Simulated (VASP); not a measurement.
# Ge3Pd (Pm-3m) in VASP: notebook, part 2 of 2

VASP 6.6.1.

### Step 4. Single point, PBEsol+U

INCAR reads:

```
SYSTEM = Ge3Pd
PREC = Accurate
ENCUT = 540
EDIFF = 1E-6
ISMEAR = -1
SIGMA = 0.05
LREAL = .FALSE.
LASPH = .TRUE.
NELM = 200
ALGO = Normal
ISIF = 2
LWAVE = .FALSE.
LCHARG = .TRUE.
LMAXMIX = 4
LDAU = .TRUE.
LDAUTYPE = 2
LDAUL = 2 -1
LDAUU = 6 0
LDAUJ = 0 0
LDAUPRINT = 1
GGA = PS
LELF = .TRUE.
LVHAR = .TRUE.
NBANDS = 38
GGA_COMPAT = .FALSE.
```

KPOINTS reads:

```
regular mesh
0
G
  7 7 7
  0 0 0
```

POSCAR reads:

```
Ge3Pd
1.0
    4.1420230000      0.0000000000      0.0000000000
    0.0000000000      4.1420230000      0.0000000000
    0.0000000000      0.0000000000      4.1420230000
Pd Ge
1 3
Direct
    0.0000000000      0.0000000000      0.0000000000
    0.5000000000      0.5000000000      0.0000000000
    0.5000000000      0.0000000000      0.5000000000
    0.0000000000      0.5000000000      0.5000000000
```

Potentials or basis: VASP PAW PBE potentials, release 64 (Pd_sv_GW, Ge_d).

Run with:

```bash
cat potpaw_PBE.64/Pd_sv_GW/POTCAR potpaw_PBE.64/Ge_d/POTCAR > POTCAR
mpirun -np 1 vasp_std > vasp.out
```

OUTCAR:

```text
SYSTEM = Ge3Pd
   PREC = Accurate
   ENCUT = 540
   EDIFF = 1E-6
   ISMEAR = -1
   LREAL = .FALSE.
   LASPH = .TRUE.
   NELM = 200
   ISIF = 2
   GGA = PS

 ion  position               nearest neighbor table
   1  0.000  0.000  0.000-
   2  0.500  0.500  0.000-
   3  0.500  0.000  0.500-
   4  0.000  0.500  0.500-

  LATTYP: Found a simple cubic cell.
 ALAT       =     4.1420230000

  Lattice vectors:

 A1 = (   4.1420230000,   0.0000000000,   0.0000000000)
 A2 = (   0.0000000000,   4.1420230000,   0.0000000000)
 A3 = (   0.0000000000,   0.0000000000,   4.1420230000)

Analysis of symmetry for initial positions (statically):
=====================================================================
 Subroutine PRICEL returns:
 Original cell was already a primitive cell.

 Routine SETGRP: Setting up the symmetry group for a
 simple cubic supercell.

 Subroutine GETGRP returns: Found 48 space group operations
 (whereof 48 operations were pure point group operations)
 out of a pool of 48 trial point group operations.

The static configuration has the point symmetry O_h .

Analysis of symmetry for dynamics (positions and initial velocities):
=====================================================================
 Subroutine PRICEL returns:
 Original cell was already a primitive cell.

 Routine SETGRP: Setting up the symmetry group for a
 simple cubic supercell.
[... 170 lines left out ...]
  o =  0.7686  v =  0.0000 -0.0369  0.0000  0.9993  0.0000  0.0000  0.0000  0.0000  0.0000  0.0000      0.0000  0.0000  0.0000  0.0000  0.0000  0.0000  0.0000  0.0000  0.0000  0.0000
  o =  0.7686  v =  0.0000  0.0000  0.0000  0.0000  0.0000  0.0000 -0.0369  0.0000  0.9993  0.0000      0.0000  0.0000  0.0000  0.0000  0.0000  0.0000  0.0000  0.0000  0.0000  0.0000
  o =  0.7686  v =  0.0000  0.0000  0.0000  0.0000  0.0000  1.0000  0.0000  0.0000  0.0000  0.0000      0.0000  0.0000  0.0000  0.0000  0.0000  0.0000  0.0000  0.0000  0.0000  0.0000
  o =  0.7686  v =  1.0000  0.0000  0.0000  0.0000  0.0000  0.0000  0.0000  0.0000  0.0000  0.0000      0.0000  0.0000  0.0000  0.0000  0.0000  0.0000  0.0000  0.0000  0.0000  0.0000
  o =  0.7818  v =  0.0000  0.0000  0.0000  0.0000  0.0000  0.0000  0.0000  0.9820 -0.0000 -0.1890      0.0000  0.0000  0.0000  0.0000  0.0000  0.0000  0.0000  0.0000  0.0000  0.0000
  o =  0.7818  v =  0.0000  0.0000  0.9820 -0.0000 -0.1890  0.0000  0.0000  0.0000  0.0000  0.0000      0.0000  0.0000  0.0000  0.0000  0.0000  0.0000  0.0000  0.0000  0.0000  0.0000
  o =  0.7818  v =  0.0000  0.0000  0.0000  0.0000  0.0000  0.0000  0.0000 -0.1890  0.0000 -0.9820      0.0000  0.0000  0.0000  0.0000  0.0000  0.0000  0.0000  0.0000  0.0000  0.0000
  o =  0.7818  v =  0.0000  0.0000 -0.1890  0.0000 -0.9820  0.0000  0.0000  0.0000  0.0000  0.0000      0.0000  0.0000  0.0000  0.0000  0.0000  0.0000  0.0000  0.0000  0.0000  0.0000

 number of electron      60.0000071 magnetization

 Free energy of the ion-electron system (eV)
  ---------------------------------------------------
  ext. energy  EPLUGINS =         0.00000000
  ---------------------------------------------------
  free energy    TOTEN  =       -13.73592690 eV

  energy without entropy =      -13.72076520  energy(sigma->0) =      -13.72834605

 E-fermi :   6.9977     XC(G=0): -11.9068

 val. band max:        6.9470700363   @ k =   0.4286   0.4286   0.1429
 cond. band min:       7.0501484908   @ k =   0.4286   0.4286   0.0000
 fundamental gap:      0.1030784545
 Fermi energy:         6.9977054992

 k-point     1 :       0.0000    0.0000    0.0000
  band No.  band energies     occupation
      1     -75.7169      2.00000
      2     -41.5670      2.00000
      3     -41.5670      2.00000
      4     -41.5670      2.00000
      5     -17.6853      2.00000
      6     -17.6853      2.00000
[... 809 lines left out ...]
     37      14.5162      0.00000
     38      18.7738      0.00000

------------------------ aborting loop because EDIFF is reached ----------------------------------------

  FORCE on cell =-STRESS in cart. coord.  units (eV):
  Direction    XX          YY          ZZ          XY          YZ          ZX
  --------------------------------------------------------------------------------------
  -------------------------------------------------------------------------------------
  Total       -2.2569743     -2.2569743     -2.2569743      0.0000000     -0.0000000      0.0000000
  in kB      -50.8861606    -50.8861606    -50.8861606      0.0000000     -0.0000000      0.0000000
  external PRESSURE =     -50.8861606 kB  Pullay stress =       0.0000000 kB

 VOLUME and BASIS-vectors are now :
 -----------------------------------------------------------------------------
  energy-cutoff  :      540.00
  volume of cell :       71.06
      direct lattice vectors                 reciprocal lattice vectors
     4.142023000  0.000000000  0.000000000     0.241427921  0.000000000  0.000000000
     0.000000000  4.142023000  0.000000000     0.000000000  0.241427921  0.000000000
     0.000000000  0.000000000  4.142023000     0.000000000  0.000000000  0.241427921

 POSITION                                       TOTAL-FORCE (eV/Angst)
 -----------------------------------------------------------------------------------
      0.00000      0.00000      0.00000         0.000000      0.000000      0.000000
      2.07101      2.07101      0.00000         0.000000      0.000000      0.000000
      2.07101      0.00000      2.07101         0.000000      0.000000      0.000000
      0.00000      2.07101      2.07101         0.000000      0.000000      0.000000
 -----------------------------------------------------------------------------------
    total drift:                                0.000000     -0.000000     -0.000000

  FREE ENERGIE OF THE ION-ELECTRON SYSTEM (eV)
  ---------------------------------------------------
  free  energy   TOTEN  =       -13.7359269015 eV

  energy  without entropy=      -13.7207652025  energy(sigma->0) =      -13.72834605
```

OSZICAR:

```text
N       E                     dE             d eps       ncg     rms          rms(c)
DAV:   1     0.809725885346E+03    0.80973E+03   -0.29121E+04  1950   0.446E+03
DAV:   2     0.141753052479E+03   -0.66797E+03   -0.64499E+03  1520   0.110E+03
DAV:   3    -0.209089084654E+01   -0.14384E+03   -0.13814E+03  1860   0.294E+02
DAV:   4    -0.143416630460E+02   -0.12251E+02   -0.11871E+02  1986   0.965E+01
DAV:   5    -0.147602889449E+02   -0.41863E+00   -0.41683E+00  1980   0.218E+01    0.179E+01
DAV:   6    -0.144221374901E+02    0.33815E+00   -0.17970E+01  2296   0.349E+01    0.127E+01
DAV:   7    -0.137387388831E+02    0.68340E+00   -0.24657E+00  2030   0.206E+01    0.921E+00
DAV:   8    -0.139189737704E+02   -0.18023E+00   -0.16635E+00  2336   0.131E+01    0.427E+00
DAV:   9    -0.137315410008E+02    0.18743E+00   -0.99920E-01  2160   0.105E+01    0.397E-01
DAV:  10    -0.137365468295E+02   -0.50058E-02   -0.52710E-02  2086   0.126E+00    0.296E-01
DAV:  11    -0.137360489229E+02    0.49791E-03   -0.19527E-03  2114   0.411E-01    0.135E-01
DAV:  12    -0.137359414175E+02    0.10751E-03   -0.15927E-03  2306   0.347E-01    0.127E-01
DAV:  13    -0.137359273182E+02    0.14099E-04   -0.14170E-04  1846   0.115E-01    0.704E-02
DAV:  14    -0.137359269015E+02    0.41668E-06   -0.51048E-06  1686   0.173E-02
   1 F= -.13735927E+02 E0= -.13728346E+02  d E =-.151617E-01
```

Run time: 24 s. Hardware: 1 thread of Intel Xeon 6975P-C (Granite Rapids), shared host; peak memory 0.21 GiB.

Results:

| Quantity | Value |
| --- | --- |
| Free energy | -13.7359 eV |
| Pressure | -5.1 GPa |
| Band gap on the k mesh | zero (band 30 reaches 7.14 eV, above the bottom of band 31 at 5.36 eV) |

Eigenvalues of the final occupation matrices:
| site | spin | trace | eigenvalues |
| --- | --- | --- | --- |
| site 1 d | 1 | 3.87 | 0.77 0.77 0.77 0.78 0.78 |
| site 1 d | 2 | 3.87 | 0.77 0.77 0.77 0.78 0.78 |

Caveat: the PAW data sets were made with another functional, which shifts forces and pressure a little; U without spin polarisation on a metal has little footing; the U is typed as a test and isn't derived for this compound.

### Step 5. Single point, PBEsol+U

INCAR reads:

```
PREC = Accurate
ENCUT = 540
EDIFF = 1E-6
ISMEAR = -1
SIGMA = 0.05
LREAL = False
LASPH = True
NELM = 200
ALGO = Normal
ISIF = 2
LWAVE = False
LCHARG = True
LMAXMIX = 4
LDAU = True
LDAUTYPE = 2
LDAUL = 2 -1
LDAUU = 8 0
LDAUJ = 0 0
LDAUPRINT = 1
GGA = PS
LELF = True
LVHAR = True
NBANDS = 38
GGA_COMPAT = False
```

KPOINTS reads:

```
regular mesh
0
Gamma
  7 7 7
```

POSCAR is that of step 4.

Potentials or basis: VASP PAW PBE potentials, release 64 (Pd_sv_GW, Ge_d).

Run with:

```bash
cat potpaw_PBE.64/Pd_sv_GW/POTCAR potpaw_PBE.64/Ge_d/POTCAR > POTCAR
mpirun -np 1 vasp_std > vasp.out
```

OUTCAR:

```text
PREC = Accurate
   ENCUT = 540
   EDIFF = 1E-6
   ISMEAR = -1
   LREAL = False
   LASPH = True
   NELM = 200
   ISIF = 2
   GGA = PS

 ion  position               nearest neighbor table
   1  0.000  0.000  0.000-
   2  0.500  0.500  0.000-
   3  0.500  0.000  0.500-
   4  0.000  0.500  0.500-

  LATTYP: Found a simple cubic cell.
[... 1046 lines left out ...]

  FORCE on cell =-STRESS in cart. coord.  units (eV):
  Direction    XX          YY          ZZ          XY          YZ          ZX
  --------------------------------------------------------------------------------------
  -------------------------------------------------------------------------------------
  Total       -2.2285196     -2.2285196     -2.2285196      0.0000000      0.0000000      0.0000000
  in kB      -50.2446160    -50.2446160    -50.2446160      0.0000000      0.0000000      0.0000000
  external PRESSURE =     -50.2446160 kB  Pullay stress =       0.0000000 kB

 VOLUME and BASIS-vectors are now :
 -----------------------------------------------------------------------------
  energy-cutoff  :      540.00
  volume of cell :       71.06
      direct lattice vectors                 reciprocal lattice vectors
     4.142023000  0.000000000  0.000000000     0.241427921  0.000000000  0.000000000
     0.000000000  4.142023000  0.000000000     0.000000000  0.241427921  0.000000000
     0.000000000  0.000000000  4.142023000     0.000000000  0.000000000  0.241427921

 POSITION                                       TOTAL-FORCE (eV/Angst)
 -----------------------------------------------------------------------------------
      0.00000      0.00000      0.00000         0.000000      0.000000      0.000000
      2.07101      2.07101      0.00000         0.000000      0.000000      0.000000
      2.07101      0.00000      2.07101         0.000000      0.000000      0.000000
      0.00000      2.07101      2.07101         0.000000      0.000000      0.000000
 -----------------------------------------------------------------------------------
    total drift:                                0.000000     -0.000000     -0.000000

  FREE ENERGIE OF THE ION-ELECTRON SYSTEM (eV)
  ---------------------------------------------------
  free  energy   TOTEN  =       -12.0022172801 eV

  energy  without entropy=      -11.9876130318  energy(sigma->0) =      -11.99491516
```

OSZICAR:

```text
N       E                     dE             d eps       ncg     rms          rms(c)
DAV:   1     0.810657640838E+03    0.81066E+03   -0.29158E+04  1964   0.446E+03
DAV:   2     0.143995057753E+03   -0.66666E+03   -0.64314E+03  1520   0.109E+03
DAV:   3    -0.247338050893E+00   -0.14424E+03   -0.13836E+03  1860   0.295E+02
DAV:   4    -0.121842791212E+02   -0.11937E+02   -0.11648E+02  1976   0.958E+01
DAV:   5    -0.126106696153E+02   -0.42639E+00   -0.42517E+00  1978   0.223E+01    0.171E+01
DAV:   6    -0.122883607583E+02    0.32231E+00   -0.84663E+00  2330   0.261E+01    0.115E+01
DAV:   7    -0.120051104447E+02    0.28325E+00   -0.13745E+00  2044   0.153E+01    0.814E+00
DAV:   8    -0.120409584495E+02   -0.35848E-01   -0.35654E-01  2256   0.608E+00    0.222E+00
DAV:   9    -0.120013669878E+02    0.39591E-01   -0.22249E-01  2098   0.574E+00    0.155E-01
DAV:  10    -0.120023097265E+02   -0.94274E-03   -0.13840E-02  1950   0.854E-01    0.264E-01
DAV:  11    -0.120022305241E+02    0.79202E-04   -0.86702E-04  2412   0.312E-01    0.765E-02
DAV:  12    -0.120022207333E+02    0.97908E-05   -0.67475E-05  2210   0.652E-02    0.177E-02
DAV:  13    -0.120022170285E+02    0.37049E-05   -0.33532E-05  1972   0.583E-02    0.680E-03
DAV:  14    -0.120022172801E+02   -0.25162E-06   -0.27895E-06  1332   0.125E-02
   1 F= -.12002217E+02 E0= -.11994915E+02  d E =-.146042E-01
```

It took 21 s on 1 thread of Intel Xeon 6975P-C (Granite Rapids), shared host; peak memory 0.21 GiB.

What came out:

```yaml
Free_energy: -12.0022 eV
Pressure: -5.0 GPa
Band_gap_on_the_k_mesh: zero (band 30 reaches 7.11 eV, above the bottom of band 31 at 5.22 eV)
```

Eigenvalues of the final occupation matrices:
```
    site  spin  trace               eigenvalues
site 1 d     1   3.90  0.77 0.77 0.77 0.79 0.79
site 1 d     2   3.90  0.77 0.77 0.77 0.79 0.79
```

Caveat: the PAW data sets were made with another functional, which shifts forces and pressure a little; U without spin polarisation on a metal has little footing; the U is typed as a test and isn't derived for this compound.

### Step 6. Single point, PBEsol+U

INCAR reads:

```
SYSTEM = Ge3Pd
ALGO = Normal ; EDIFF = 1E-6
ENCUT = 540 ; GGA = PS
GGA_COMPAT = .False. ; ISIF = 2
ISMEAR = -1 ; LASPH = .True.
LCHARG = .True. ; LDAU = .True.
LDAUJ = 0 0 ; LDAUL = 2 -1
LDAUPRINT = 1 ; LDAUTYPE = 2
LDAUU = 4 0 ; LELF = .True.
LMAXMIX = 4 ; LREAL = .False.
LVHAR = .True. ; LWAVE = .False.
NBANDS = 38 ; NELM = 200
PREC = Accurate ; SIGMA = 0.05
```

KPOINTS reads:

```
k-points
0
Gamma
  7 7 7
  0 0 0
```

POSCAR is that of step 5.

Potentials or basis: VASP PAW PBE potentials, release 64 (Pd_sv_GW, Ge_d).

Run with:

```bash
cat potpaw_PBE.64/Pd_sv_GW/POTCAR potpaw_PBE.64/Ge_d/POTCAR > POTCAR
mpirun -np 1 vasp_std > vasp.out
```

It took 53 s on 1 thread of Intel Xeon Platinum 8488C (Sapphire Rapids), shared host; peak memory 0.22 GiB.

It converged, with:

- Free energy: -15.5010 eV
- Pressure: -5.1 GPa
- Band gap on the k mesh: zero (band 30 reaches 7.18 eV, above the bottom of band 31 at 5.49 eV)

Levels at points of the mesh, in eV from the Fermi level:
| k point | band 27 | band 28 | band 29 | band 30 | band 31 | band 32 | band 33 | band 34 |
| --- | --- | --- | --- | --- | --- | --- | --- | --- |
| (0.00, 0.00, 0.00) | -2.83 | -2.83 | -1.74 | -1.74 | 0.97 | 3.02 | 3.02 | 3.02 |

Eigenvalues of the final occupation matrices:
```
    site  spin  trace               eigenvalues
site 1 d     1   3.84  0.76 0.76 0.76 0.78 0.78
site 1 d     2   3.84  0.76 0.76 0.76 0.78 0.78
```

Caveat: the PAW data sets were made with another functional, which shifts forces and pressure a little; U without spin polarisation on a metal has little footing; the U is typed as a test and isn't derived for this compound.

### Step 7. The runs side by side

```tsv
U	gap on the mesh (eV)	pressure (GPa)
Pd d U = 3.0 eV	none	-5.1
Pd d U = 2.0 eV	none	-5.2
Pd d U = 6.0 eV	none	-5.1
Pd d U = 8.0 eV	none	-5.0
Pd d U = 4.0 eV	none	-5.1
```

Alike in all rows: task single point; level PBEsol+U; potentials or basis VASP PAW PBE potentials, release 64 (Pd_sv_GW, Ge_d); no spin polarisation; cell as given; k mesh 7 × 7 × 7; cutoff (eV) 540; smearing fermi-dirac 0.05 eV.

Every run on the cell as given and a fine mesh finds a metal.

Caveats: the PAW data sets were made with another functional, which shifts forces and pressure a little; U without spin polarisation on a metal has little footing; the U is typed as a test and isn't derived for this compound.

Total energies depend on the potentials used, so only differences within one code and one set of settings carry meaning.
